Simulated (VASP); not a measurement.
Runs of VASP 6.6.1 on Cd. The structure is that of space group P6_3/mmc (No. 194), or close to it. The cells are those of the table. 

| level | cell | k mesh | gap on the mesh (eV) | pressure (GPa) |
| --- | --- | --- | --- | --- |
| r2SCAN | a = 3.005, b = 3.005, c = 5.713 Å, angles 90.0, 90.0, 120.0°, 2 atoms | 16 × 16 × 8 | none | (a) |
| PBE | a = 3.091, b = 3.091, c = 5.458 Å, angles 90.0, 90.0, 120.0°, 2 atoms | 8 × 8 × 4 | none | 0.2 |
| r2SCAN | a = 2.991, b = 2.991, c = 5.619 Å, angles 90.0, 90.0, 120.0°, 2 atoms | 16 × 16 × 8 | none | 0.3 |
| r2SCAN | a = 3.006, b = 3.006, c = 5.771 Å, angles 90.0, 90.0, 120.0°, 2 atoms | 16 × 16 × 8 | none | -1.3 |

Alike in all rows: task single point; potentials or basis VASP PAW PBE potentials, release 64 (Cd); no spin polarisation; cutoff (eV) 520; smearing gaussian 0.05 eV.

Task: Fill in the values left out.

Result: (a) -0.9.

Caveats: the PAW data sets were made with another functional, which shifts forces and pressure a little (at least some runs).

A k mesh can miss the band edges, and the runs leave out spin-orbit coupling on Cd.

A gap of «none» marks levels without a gap at the run's occupations.
